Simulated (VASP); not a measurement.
# Ta3TiN4 (P4/mmm) in VASP: single point with PBE

Aim: the single point of Ta3TiN4 with PBE.

All numbers are computed with VASP 6.6.1; they aren't measurements. Logs are shortened: lines on timing, memory, paths and dates and some standing lists are left out, and cuts for length are marked.

**1. The cell of the first run**

The structure is tetragonal, space group P4/mmm (No. 123). The conventional cell has a = 3.100 Å, b = 3.100 Å, c = 8.749 Å, α = 90.00°, β = 90.00°, γ = 90.00°. Within 2.8 Å of Ti (site symmetry 4/mmm) lie 6 N at 2.15 to 2.19 Å. Ta (site symmetry 4/mmm) has 6 N at 2.19 to 2.22 Å within 2.9 Å. Ta (site symmetry 4mm) has 6 N at 2.13 to 2.24 Å within 2.8 Å. N (site symmetry 4mm) has 1 Ti at 2.15 Å and 5 Ta at 2.19 to 2.22 Å within 2.8 Å. N (site symmetry 4/mmm) has 6 Ta at 2.19 to 2.24 Å within 2.9 Å. N (site symmetry 4/mmm) has 2 Ta at 2.13 Å and 4 Ti at 2.19 Å within 2.8 Å.

**2. Single point, PBE**

The input, POSCAR:

```
Ta3TiN4
1.0
    3.0998858208      0.0000000000      0.0000000000
    0.0000000000      3.0998858208      0.0000000000
    0.0000000000      0.0000000000      8.7487018811
Ti Ta N
1 3 4
Direct
    0.0000000000      0.0000000000      0.5000000000
    0.0000000000      0.0000000000      0.0000000000
    0.5000000000      0.5000000000      0.2565785298
    0.5000000000      0.5000000000      0.7434214702
    0.0000000000      0.0000000000      0.7461515266
    0.5000000000      0.5000000000      0.0000000000
    0.0000000000      0.0000000000      0.2538484734
    0.5000000000      0.5000000000      0.5000000000
```

The input, INCAR.step1:

```
SYSTEM = Ta3TiN4
  PREC = Accurate
  ENCUT = 520
  EDIFF = 1E-7
  ISMEAR = 0
  SIGMA = 0.1
  LREAL = .False.
  LASPH = .True.
  NELM = 100
  ALGO = Normal
  ISIF = 2
  LWAVE = .False.
  LCHARG = .True.
  LMAXMIX = 4
  GGA = PE
  NBANDS = 42
```

The input, KPOINTS.step1:

```
regular mesh
0
Gamma
  12 12 6
  0 0 0
```

The input, INCAR.step2:

```
SYSTEM = Ta3TiN4
  PREC = Accurate
  ENCUT = 520
  EDIFF = 1E-7
  ISMEAR = -5
  SIGMA = 0.1
  LREAL = .False.
  LASPH = .True.
  NELM = 100
  ALGO = Normal
  ISIF = 2
  LWAVE = .False.
  LCHARG = .False.
  LMAXMIX = 4
  GGA = PE
  LORBIT = 10
  NBANDS = 42
  NEDOS = 2001
  ICHARG = 11
```

The input, KPOINTS.step2:

```
regular mesh
0
Gamma
  18 18 9
  0 0 0
```

Potentials or basis: VASP PAW PBE potentials, release 64 (Ti_sv, Ta_pv, N).

Run with:

```bash
> cat potpaw_PBE.64/Ti_sv/POTCAR potpaw_PBE.64/Ta_pv/POTCAR potpaw_PBE.64/N/POTCAR > POTCAR
> cp INCAR.step1 INCAR
> cp KPOINTS.step1 KPOINTS
> mpirun -np 1 vasp_std > vasp.out
> cp INCAR.step2 INCAR
> cp KPOINTS.step2 KPOINTS
> mpirun -np 1 vasp_std > vasp.out
```

OUTCAR:

```text
SYSTEM = Ta3TiN4
   PREC = Accurate
   ENCUT = 520
   EDIFF = 1E-7
   ISMEAR = -5
   LREAL = .False.
   LASPH = .True.
   NELM = 100
   ISIF = 2
   GGA = PE
   LORBIT = 10
   ICHARG = 11

 ion  position               nearest neighbor table
   1  0.000  0.000  0.500-   5 2.15   7 2.15   8 2.19   8 2.19   8 2.19   8 2.19   4 3.06   4 3.06
                             3 3.06   4 3.06   3 3.06   3 3.06   4 3.06   3 3.06
   2  0.000  0.000  0.000-   6 2.19   6 2.19   6 2.19   6 2.19   7 2.22   5 2.22   4 3.14   4 3.14
                             3 3.14   4 3.14   3 3.14   3 3.14   4 3.14   3 3.14
   3  0.500  0.500  0.257-   8 2.13   7 2.19   7 2.19   7 2.19   7 2.19   6 2.24   1 3.06   1 3.06
                             1 3.06   1 3.06   2 3.14   2 3.14   2 3.14   2 3.14
   4  0.500  0.500  0.743-   8 2.13   5 2.19   5 2.19   5 2.19   5 2.19   6 2.24   1 3.06   1 3.06
                             1 3.06   1 3.06   2 3.14   2 3.14   2 3.14   2 3.14
   5  0.000  0.000  0.746-   1 2.15   4 2.19   4 2.19   4 2.19   4 2.19   2 2.22
   6  0.500  0.500  0.000-   2 2.19   2 2.19   2 2.19   2 2.19   4 2.24   3 2.24
   7  0.000  0.000  0.254-   1 2.15   3 2.19   3 2.19   3 2.19   3 2.19   2 2.22
   8  0.500  0.500  0.500-   3 2.13   4 2.13   1 2.19   1 2.19   1 2.19   1 2.19

  LATTYP: Found a simple tetragonal cell.
 ALAT       =     3.0998858208
 C/A-ratio  =     2.8222658468

  Lattice vectors:

 A1 = (   3.0998858208,   0.0000000000,   0.0000000000)
 A2 = (   0.0000000000,   3.0998858208,   0.0000000000)
 A3 = (   0.0000000000,   0.0000000000,   8.7487018811)

Analysis of symmetry for initial positions (statically):
=====================================================================
 Subroutine PRICEL returns:
 Original cell was already a primitive cell.

 Routine SETGRP: Setting up the symmetry group for a
 simple tetragonal supercell.

 Subroutine GETGRP returns: Found 16 space group operations
 (whereof 16 operations were pure point group operations)
 out of a pool of 16 trial point group operations.

The static configuration has the point symmetry D_4h.

Analysis of symmetry for dynamics (positions and initial velocities):
=====================================================================
 Subroutine PRICEL returns:
 Original cell was already a primitive cell.

 Routine SETGRP: Setting up the symmetry group for a
 simple tetragonal supercell.

 Subroutine GETGRP returns: Found 16 space group operations
 (whereof 16 operations were pure point group operations)
 out of a pool of 16 trial point group operations.

The dynamic configuration has the point symmetry D_4h.

 Subroutine INISYM returns: Found 16 space group operations
[... 132 lines left out ...]
  volume/ion in A,a.u.               =      10.51        70.92
  Fermi-wavevector in a.u.,A,eV,Ry     =   1.502568  2.839443 30.718038  2.257712
  Thomas-Fermi vector in A             =   2.613792
   LORBIT       =     10    0 simple, 1 ext, 2 COOP (PROOUT), +10 PAW based schemes
   GGA     = PE    functional components
   LHFCALC =     F    Hartree Fock is set to
   AEXX    =    0.0000 exact exchange contribution
   IVDW    =     0    specifies the selected vdW correction
   LEPSILON=     F    determine dielectric tensor
   LRPA    =     F    only Hartree local field effects (RPA)
 non-spin polarized calculation
 Fermi weights with tetrahedron method with Bloechl corrections
  energy-cutoff  :      520.00
  volume of cell :       84.07
 maximum number of plane-waves:      2296
 NGX is ok and might be reduce to    24

 number of electron      65.0000008 magnetization

 Free energy of the ion-electron system (eV)
  ---------------------------------------------------
  ext. energy  EPLUGINS =         0.00000000
  ---------------------------------------------------
  free energy    TOTEN  =       -85.30522780 eV

  energy without entropy =      -85.30522780  energy(sigma->0) =      -85.30522780

 E-fermi :   9.8337     XC(G=0): -13.2563

 val. band max:        9.9908818363   @ k =   0.3333   0.1667   0.1111
 cond. band min:       9.7863232390   @ k =   0.2778   0.1667   0.2222
 fundamental gap:     -0.2045585974
 Fermi energy:         9.8337121556

 k-point     1 :       0.0000    0.0000    0.0000
  band No.  band energies     occupation
      1     -48.0649      2.00000
      2     -26.5074      2.00000
      3     -26.2714      2.00000
      4     -26.1285      2.00000
      5     -26.1285      2.00000
      6     -26.0305      2.00000
[... 1069 lines left out ...]
     41      12.1012      0.00000
     42      12.5116      0.00000

 [... further k-points ...]

------------------------ aborting loop because EDIFF is reached ----------------------------------------

  FORCE on cell =-STRESS in cart. coord.  units (eV):
  Direction    XX          YY          ZZ          XY          YZ          ZX
  --------------------------------------------------------------------------------------
  -------------------------------------------------------------------------------------
  Total        0.4857804      0.4857804      0.1976434      0.0000000      0.0000000      0.0000000
  in kB        9.2579657      9.2579657      3.7666729      0.0000000      0.0000000      0.0000000
  external PRESSURE =       7.4275348 kB  Pullay stress =       0.0000000 kB

 VOLUME and BASIS-vectors are now :
 -----------------------------------------------------------------------------
  energy-cutoff  :      520.00
  volume of cell :       84.07
      direct lattice vectors                 reciprocal lattice vectors
     3.099885821  0.000000000  0.000000000     0.322592527  0.000000000  0.000000000
     0.000000000  3.099885821  0.000000000     0.000000000  0.322592527  0.000000000
     0.000000000  0.000000000  8.748701881     0.000000000  0.000000000  0.114302672

 POSITION                                       TOTAL-FORCE (eV/Angst)
 -----------------------------------------------------------------------------------
      0.00000      0.00000      4.37435         0.000000      0.000000      0.000000
      0.00000      0.00000      0.00000         0.000000      0.000000      0.000000
      1.54994      1.54994      2.24473         0.000000      0.000000     -0.023160
      1.54994      1.54994      6.50397         0.000000     -0.000000      0.023160
      0.00000      0.00000      6.52786        -0.000000      0.000000     -0.003231
      1.54994      1.54994      0.00000         0.000000      0.000000      0.000000
      0.00000      0.00000      2.22084         0.000000     -0.000000      0.003231
      1.54994      1.54994      4.37435         0.000000      0.000000      0.000000
 -----------------------------------------------------------------------------------
    total drift:                               -0.000000     -0.000000     -0.000000

  FREE ENERGIE OF THE ION-ELECTRON SYSTEM (eV)
  ---------------------------------------------------
  free  energy   TOTEN  =       -85.3052278035 eV

  energy  without entropy=      -85.3052278035  energy(sigma->0) =      -85.30522780

 total charge

# of ion       s       p       d       tot
------------------------------------------
    1        2.160   6.178   2.005  10.343
    2        0.274   6.221   2.437   8.933
    3        0.281   6.231   2.413   8.924
    4        0.281   6.231   2.413   8.924
    5        1.232   2.534   0.000   3.766
    6        1.230   2.536   0.000   3.766
    7        1.232   2.534   0.000   3.766
    8        1.237   2.507   0.000   3.744
--------------------------------------------------
tot          7.926  34.973   9.268  52.166
```

OUTCAR.step1:

```text
SYSTEM = Ta3TiN4
   PREC = Accurate
   ENCUT = 520
   EDIFF = 1E-7
   ISMEAR = 0
   LREAL = .False.
   LASPH = .True.
   NELM = 100
[... 1329 lines left out ...]
      1.54994      1.54994      0.00000         0.000000      0.000000      0.000000
      0.00000      0.00000      2.22084         0.000000      0.000000     -0.000149
      1.54994      1.54994      4.37435         0.000000      0.000000      0.000000
 -----------------------------------------------------------------------------------
    total drift:                                0.000000     -0.000000      0.000000

  FREE ENERGIE OF THE ION-ELECTRON SYSTEM (eV)
  ---------------------------------------------------
  free  energy   TOTEN  =       -85.3284958674 eV

  energy  without entropy=      -85.3176764546  energy(sigma->0) =      -85.32308616
```

Run time: 8.4 min. Hardware: 1 thread of Intel Xeon 6975P-C (Granite Rapids), shared host; peak memory 0.81 GiB.

Results:

| Quantity | Value |
| --- | --- |
| Valence electrons inside the program's atomic spheres | Ti 10.34; Ta 8.93, 8.92 (each value once); N 3.77, 3.74 (each value once) |

Caveat: spin-orbit coupling is left out, which moves the levels of the heavy elements; tetrahedron occupations give inexact forces and stress in metals.
